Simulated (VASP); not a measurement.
# KCl (P4/mmm) in VASP: single point with HSE06

Aim: the single point of KCl with HSE06.

All numbers are computed with VASP 6.6.1; they aren't measurements. Logs are shortened: lines on timing, memory, paths and dates and some standing lists are left out, and cuts for length are marked.

### 1 The cell of the first run

Symmetry: P4/mmm, No. 123, tetragonal system. The conventional cell has a = 3.565 Å, b = 3.565 Å, c = 3.847 Å, α = 90.00°, β = 90.00°, γ = 90.00°. Within 4.2 Å of K (site symmetry 4/mmm) lie 8 Cl at 3.17 Å and 6 K at 3.57 to 3.85 Å. Within 4.2 Å of Cl (site symmetry 4/mmm) lie 8 K at 3.17 Å and 6 Cl at 3.57 to 3.85 Å.

### 2 Single point, HSE06 (epitaxial xy strain -5.5%)

File POSCAR:

```
KCl
1.0
    3.5652625019      0.0000000000      0.0000000000
    0.0000000000      3.5652625019      0.0000000000
    0.0000000000      0.0000000000      3.8466665134
K Cl
1 1
Direct
    0.0000000000      0.0000000000      0.0000000000
    0.5000000000      0.5000000000      0.5000000000
```

File INCAR.step1:

```
SYSTEM = KCl
PREC = Accurate ; ENCUT = 520
EDIFF = 1E-5 ; ISMEAR = 0
SIGMA = 0.01 ; LREAL = .FALSE.
LASPH = .TRUE. ; NELM = 60
ALGO = Normal ; ISIF = 2
LWAVE = .TRUE. ; NBANDS = 15
GGA = PE ; KPAR = 4
```

File INCAR.step2:

```
SYSTEM = KCl
PREC = Accurate ; ENCUT = 520
EDIFF = 1E-6 ; ISMEAR = 0
SIGMA = 0.01 ; LREAL = .FALSE.
LASPH = .TRUE. ; NELM = 60
ALGO = Normal ; ISIF = 2
LWAVE = .FALSE. ; LCHARG = .TRUE.
GGA = PE ; LHFCALC = .TRUE.
HFSCREEN = 0.2079 ; PRECFOCK = Normal
LVHAR = .TRUE. ; NBANDS = 15
ISTART = 1 ; KPAR = 4
```

File KPOINTS:

```
regular mesh
0
G
  6 6 6
  0 0 0
```

Potentials or basis: VASP PAW PBE potentials, release 64 (K_sv, Cl).

Command:

```console
$ cat potpaw_PBE.64/K_sv/POTCAR potpaw_PBE.64/Cl/POTCAR > POTCAR
$ cp INCAR.step1 INCAR
$ mpirun -np 4 vasp_std > vasp.out
$ cp INCAR.step2 INCAR
$ mpirun -np 4 vasp_std > vasp.out
```

OUTCAR:

```text
SYSTEM = KCl
   PREC = Accurate
   ENCUT = 520
   EDIFF = 1E-6
   ISMEAR = 0
   LREAL = .FALSE.
   LASPH = .TRUE.
   NELM = 60
   ISIF = 2
   GGA = PE
   LHFCALC = .TRUE.
   HFSCREEN = 0.2079
   PRECFOCK = Normal
   ISTART = 1

 ion  position               nearest neighbor table
   1  0.000  0.000  0.000-   2 3.17   2 3.17   2 3.17   2 3.17   2 3.17   2 3.17   2 3.17   2 3.17

   2  0.500  0.500  0.500-   1 3.17   1 3.17   1 3.17   1 3.17   1 3.17   1 3.17   1 3.17   1 3.17

  LATTYP: Found a simple tetragonal cell.
 ALAT       =     3.5652625019
 C/A-ratio  =     1.0789293948

  Lattice vectors:

 A1 = (   3.5652625019,   0.0000000000,   0.0000000000)
 A2 = (   0.0000000000,   3.5652625019,   0.0000000000)
 A3 = (   0.0000000000,   0.0000000000,   3.8466665134)

Analysis of symmetry for initial positions (statically):
=====================================================================
 Subroutine PRICEL returns:
 Original cell was already a primitive cell.

 Routine SETGRP: Setting up the symmetry group for a
 simple tetragonal supercell.

 Subroutine GETGRP returns: Found 16 space group operations
 (whereof 16 operations were pure point group operations)
 out of a pool of 16 trial point group operations.

The static configuration has the point symmetry D_4h.

Analysis of symmetry for dynamics (positions and initial velocities):
=====================================================================
 Subroutine PRICEL returns:
 Original cell was already a primitive cell.

 Routine SETGRP: Setting up the symmetry group for a
 simple tetragonal supercell.

 Subroutine GETGRP returns: Found 16 space group operations
 (whereof 16 operations were pure point group operations)
 out of a pool of 16 trial point group operations.

The dynamic configuration has the point symmetry D_4h.

 Subroutine INISYM returns: Found 16 space group operations
 (whereof 16 operations are pure point group operations),
 and found     1 'primitive' translations

----------------------------------------------------------------------------------------

                                     Primitive cell

  volume of cell :      48.8954

  direct lattice vectors                    reciprocal lattice vectors
     3.565262502  0.000000000  0.000000000     0.280484256  0.000000000  0.000000000
     0.000000000  3.565262502  0.000000000     0.000000000  0.280484256  0.000000000
     0.000000000  0.000000000  3.846666513     0.000000000  0.000000000  0.259965348

  length of vectors
     3.565262502  3.565262502  3.846666513     0.280484256  0.280484256  0.259965348

  position of ions in fractional coordinates (direct lattice)
     0.000000000  0.000000000  0.000000000
     0.500000000  0.500000000  0.500000000

  ion indices of the primitive-cell ions
   primitive index   ion index
                 1           1
                 2           2

----------------------------------------------------------------------------------------

 KPOINTS: regular mesh

Automatic generation of k-mesh.
 Grid dimensions read from file:
 generate k-points for:    6    6    6

 Generating k-lattice:

  Cartesian coordinates                     Fractional coordinates (reciprocal lattice)
     0.046747376  0.000000000  0.000000000     0.166666667  0.000000000  0.000000000
     0.000000000  0.046747376  0.000000000     0.000000000  0.166666667  0.000000000
     0.000000000  0.000000000  0.043327558     0.000000000  0.000000000  0.166666667

  Length of vectors
     0.046747376  0.046747376  0.043327558

  Shift w.r.t. Gamma in fractional coordinates (k-lattice)
     0.000000000  0.000000000  0.000000000

 Subroutine IBZKPT returns following result:
 ===========================================

 Found     40 irreducible k-points:

 Following reciprocal coordinates:
            Coordinates               Weight
  0.000000  0.000000  0.000000      1.000000
  0.166667  0.000000  0.000000      4.000000
  0.333333  0.000000  0.000000      4.000000
  0.500000  0.000000  0.000000      2.000000
  0.166667  0.166667  0.000000      4.000000
  0.333333  0.166667  0.000000      8.000000
[... 16 lines left out ...]
  0.333333  0.000000  0.333333      8.000000
  0.500000  0.000000  0.333333      4.000000
 [... further k-points ...]
   k-points           NKPTS =     40   k-points in BZ     NKDIM =    216   number of bands    NBANDS=     15
   number of dos      NEDOS =    301   number of ions     NIONS =      2
   total plane-waves  NPLWV =  23520
   dimension x,y,z NGX =    28 NGY =   28 NGZ =   30
   dimension x,y,z NGXF=    56 NGYF=   56 NGZF=   60
   ions per type =               1   1
   NGX,Y,Z   is equivalent  to a cutoff of  13.06, 13.06, 12.97 a.u.
   NGXF,Y,Z  is equivalent  to a cutoff of  26.11, 26.11, 25.93 a.u.
 SYSTEM =  KCl
   PREC   = accura    normal or accurate (medium, high low for compatibility)
   ISTART =      1    job   : 0-new  1-cont  2-samecut
   ICHARG =      0    charge: 1-file 2-atom 10-const
   ISPIN  =      1    spin polarized calculation?
   LNONCOLLINEAR =      F non collinear calculations
   LSORBIT =      F    spin-orbit coupling
   LASPH  =      T    aspherical Exc in radial PAW
   ENCUT  =  520.0 eV  38.22 Ry    6.18 a.u.   6.63  6.63  7.15*2*pi/ulx,y,z
   NELM   =     60;   NELMIN=  2; NELMDL=  0     # of ELM steps
   EDIFF  = 0.1E-05   stopping-criterion for ELM
   LREAL  =      F    real-space projection
   EDIFFG = 0.1E-04   stopping-criterion for IOM
   NSW    =      0    number of steps for IOM
   IBRION =     -1    ionic relax: 0-MD 1-quasi-New 2-CG
   NFREE  =      0    steps in history (QN), initial steepest desc. (CG)
   ISIF   =      2    stress and relaxation
   ISYM   =      3    0-nonsym 1-usesym 2-fastsym
   POTIM  = 0.5000    time-step for ionic-motion
   TEBEG  =    0.0;   TEEND  =   0.0 temperature during run
   PSTRESS=    0.0 pullay stress
   NELECT =      16.0000    total number of electrons
   NUPDOWN=      -1.0000    fix difference up-down
   EMIN   =  10.00;   EMAX   =-10.00  energy-range for DOS
   EFERMI =   0.00;   METHOD = LEGACY
   ISMEAR =     0;   SIGMA  =   0.01  broadening in eV -4-tet -1-fermi 0-gaus
   EFERMI_NEDOS =   21; number of points for ismear=-14 and -15
   IALGO  =     38    algorithm
   IMIX   =      1    mixing-type and parameters
     AMIX     =   0.40;   BMIX     =  1.00
     AMIX_MAG =   1.60;   BMIX_MAG =  1.00
  volume/ion in A,a.u.               =      24.45       164.98
  Fermi-wavevector in a.u.,A,eV,Ry     =   1.128130  2.131856 17.315812  1.272676
  Thomas-Fermi vector in A             =   2.264818
   LORBIT       =      0    0 simple, 1 ext, 2 COOP (PROOUT), +10 PAW based schemes
   GGA     = PE    functional components
   LHFCALC =     T    Hartree Fock is set to
   PRECFOCK=normal    Normal, Fast or Accurate (Low or Medium for compatibility)
   ENCUT4O =  -1.0   cutoff for four orbital integrals eV
   NKREDX  =     1    reduce k-point grid by
   NKREDY  =     1    reduce k-point grid by
   NKREDZ  =     1    reduce k-point grid by
   AEXX    =    0.2500 exact exchange contribution
   HFSCREEN=    0.2079 screening length (either q_TF or 0.3 A-1)
   HFSCREENC=   0.2079 screening length for correlation (either q_TF or 0.3 A-1)
   ENCUTFOCK=  -1.0 apply spherical cutoff to Coloumb kernel
   IVDW    =     0    specifies the selected vdW correction
   LEPSILON=     F    determine dielectric tensor
   LRPA    =     F    only Hartree local field effects (RPA)
 non-spin polarized calculation
 Gauss-broadening in eV      SIGMA  =   0.01
  energy-cutoff  :      520.00
  volume of cell :       48.90
 maximum number of plane-waves:      1330
 NGX is ok and might be reduce to    28
  NGX = 20; NGY = 20; NGZ = 24

 number of electron      16.0000006 magnetization

 Free energy of the ion-electron system (eV)
  ---------------------------------------------------
  ext. energy  EPLUGINS =         0.00000000
  ---------------------------------------------------
  free energy    TOTEN  =        -7.62693524 eV

  energy without entropy =       -7.62693524  energy(sigma->0) =       -7.62693524

 E-fermi :  -0.6784     XC(G=0):  -7.2496

 val. band max:       -0.8246764630   @ k =   0.5000   0.0000   0.5000
 cond. band min:       5.7203639280   @ k =   0.0000   0.0000   0.0000
 fundamental gap:      6.5450403910
 Fermi energy:        -0.6783861391

 k-point     1 :       0.0000    0.0000    0.0000
  band No.  band energies     occupation
      1     -30.9899      2.00000
      2     -15.0677      2.00000
      3     -13.0230      2.00000
      4     -12.9527      2.00000
      5     -12.9527      2.00000
      6      -1.5304      2.00000
      7      -1.0587      2.00000
      8      -1.0587      2.00000
      9       5.7204      0.00000
     10       6.7826      0.00000
     11       7.0309      0.00000
     12      11.7003      0.00000
     13      11.7003      0.00000
     14      12.3265      0.00000
     15      14.5171      0.00000

 k-point     2 :       0.1667    0.0000    0.0000
  band No.  band energies     occupation
      1     -30.9780      2.00000
      2     -15.0949      2.00000
      3     -13.0039      2.00000
      4     -12.9495      2.00000
      5     -12.9375      2.00000
      6      -1.7487      2.00000
      7      -1.5430      2.00000
      8      -1.0526      2.00000
      9       6.3309      0.00000
     10       7.1967      0.00000
     11       7.8017      0.00000
     12      11.5337      0.00000
     13      11.8945      0.00000
     14      12.0813      0.00000
     15      13.9106      0.00000

 k-point     3 :       0.3333    0.0000    0.0000
  band No.  band energies     occupation
      1     -30.9540      2.00000
      2     -15.1659      2.00000
      3     -12.9653      2.00000
      4     -12.9111      2.00000
      5     -12.9068      2.00000
      6      -2.8556      2.00000
      7      -1.5708      2.00000
      8      -1.0419      2.00000
      9       7.5733      0.00000
     10       8.1757      0.00000
     11       9.3386      0.00000
     12      11.4450      0.00000
     13      11.7868      0.00000
     14      11.9022      0.00000
     15      12.3698      0.00000

 k-point     4 :       0.5000    0.0000    0.0000
  band No.  band energies     occupation
      1     -30.9420      2.00000
      2     -15.2091      2.00000
      3     -12.9457      2.00000
      4     -12.8914      2.00000
      5     -12.8761      2.00000
      6      -3.3305      2.00000
      7      -1.5860      2.00000
      8      -1.0374      2.00000
      9       8.5810      0.00000
     10       8.8386      0.00000
     11       9.9454      0.00000
     12      10.6703      0.00000
     13      11.6547      0.00000
     14      11.7503      0.00000
     15      12.6812      0.00000
[... 307 lines left out ...]
 k-point    22 :       0.1667    0.0000    0.3333
  band No.  band energies     occupation
      1     -30.9618      2.00000
      2     -15.1652      2.00000
      3     -13.0792      2.00000
      4     -12.9123      2.00000
      5     -12.8104      2.00000
      6      -2.7376      2.00000
      7      -1.6052      2.00000
      8      -1.0641      2.00000
      9       7.9302      0.00000
     10       8.2169      0.00000
     11       9.0639      0.00000
     12      11.1669      0.00000
     13      11.2777      0.00000
     14      12.2923      0.00000
     15      12.9635      0.00000

 k-point    23 :       0.3333    0.0000    0.3333
  band No.  band energies     occupation
      1     -30.9392      2.00000
      2     -14.9605      2.00000
      3     -13.2657      2.00000
      4     -12.9766      2.00000
      5     -12.8873      2.00000
      6      -2.5693      2.00000
      7      -2.2808      2.00000
      8      -0.9427      2.00000
      9       7.3899      0.00000
     10       8.4807      0.00000
     11      10.3839      0.00000
     12      10.5297      0.00000
     13      11.1339      0.00000
     14      11.5386      0.00000
     15      13.2406      0.00000

 k-point    24 :       0.5000    0.0000    0.3333
  band No.  band energies     occupation
      1     -30.9278      2.00000
      2     -14.8524      2.00000
      3     -13.2516      2.00000
      4     -13.1694      2.00000
      5     -12.8747      2.00000
      6      -2.8286      2.00000
      7      -2.2167      2.00000
      8      -0.8799      2.00000
      9       7.0833      0.00000
     10       8.4587      0.00000
     11      10.2424      0.00000
     12      10.4873      0.00000
     13      11.3264      0.00000
     14      12.0359      0.00000
     15      13.9314      0.00000

 [... further k-points ...]

------------------------ aborting loop because EDIFF is reached ----------------------------------------

  FORCE on cell =-STRESS in cart. coord.  units (eV):
  Direction    XX          YY          ZZ          XY          YZ          ZX
  --------------------------------------------------------------------------------------
  -------------------------------------------------------------------------------------
  Total        1.4196414      1.4196414      0.2182570      0.0000000      0.0000000      0.0000000
  in kB       46.5180689     46.5180689      7.1517303      0.0000000      0.0000000      0.0000000
  external PRESSURE =      33.3959560 kB  Pullay stress =       0.0000000 kB

 VOLUME and BASIS-vectors are now :
 -----------------------------------------------------------------------------
  energy-cutoff  :      520.00
  volume of cell :       48.90
      direct lattice vectors                 reciprocal lattice vectors
     3.565262502  0.000000000  0.000000000     0.280484256  0.000000000  0.000000000
     0.000000000  3.565262502  0.000000000     0.000000000  0.280484256  0.000000000
     0.000000000  0.000000000  3.846666513     0.000000000  0.000000000  0.259965348

 POSITION                                       TOTAL-FORCE (eV/Angst)
 -----------------------------------------------------------------------------------
      0.00000      0.00000      0.00000         0.000000      0.000000      0.000000
      1.78263      1.78263      1.92333         0.000000      0.000000      0.000000
 -----------------------------------------------------------------------------------
    total drift:                                0.000000     -0.000000     -0.000000

  FREE ENERGIE OF THE ION-ELECTRON SYSTEM (eV)
  ---------------------------------------------------
  free  energy   TOTEN  =        -7.6269352363 eV

  energy  without entropy=       -7.6269352363  energy(sigma->0) =       -7.62693524
```

Wall time 8.1 min (4 MPI ranks of Intel Xeon Platinum 8559C (Emerald Rapids), shared host); peak memory 0.28 GiB.

Results:

```
Free energy            : -7.6269 eV
Pressure               : 3.3 GPa
Band gap on the k mesh : 6.55 eV (least direct gap 6.78 eV)
```

Stress tensor (GPa, compression positive):
```
4.65 0.00 0.00
0.00 4.65 0.00
0.00 0.00 0.72
```

Levels at points of the mesh, in eV from the valence-band top:
```tsv
k point	band 5	band 6	band 7	band 8	band 9	band 10	band 11	band 12
(0.00, 0.00, 0.00)	-12.13	-0.71	-0.23	-0.23	6.55	7.61	7.86	12.53
(0.50, 0.00, 0.00)	-12.05	-2.51	-0.76	-0.21	9.41	9.66	10.77	11.49
(0.50, 0.50, 0.00)	-12.07	-1.71	-1.71	-0.39	7.59	8.31	10.00	10.00
(0.00, 0.00, 0.50)	-11.89	-2.43	-0.32	-0.32	9.28	9.71	10.06	11.54
(0.50, 0.00, 0.50)	-12.04	-1.83	-1.57	0.00	7.44	9.05	10.69	10.96
(0.50, 0.50, 0.50)	-12.30	-2.01	-2.01	-1.83	10.30	10.66	10.66	11.63
```

Caveat: the cell differs from its parent crystal (epitaxial xy strain -5.5%); the cell stands under pressure; the structure was generated, so it needn't be the stable form of KCl; the PAW data sets were made with another functional, which shifts forces and pressure a little. A k mesh can miss the band edges.
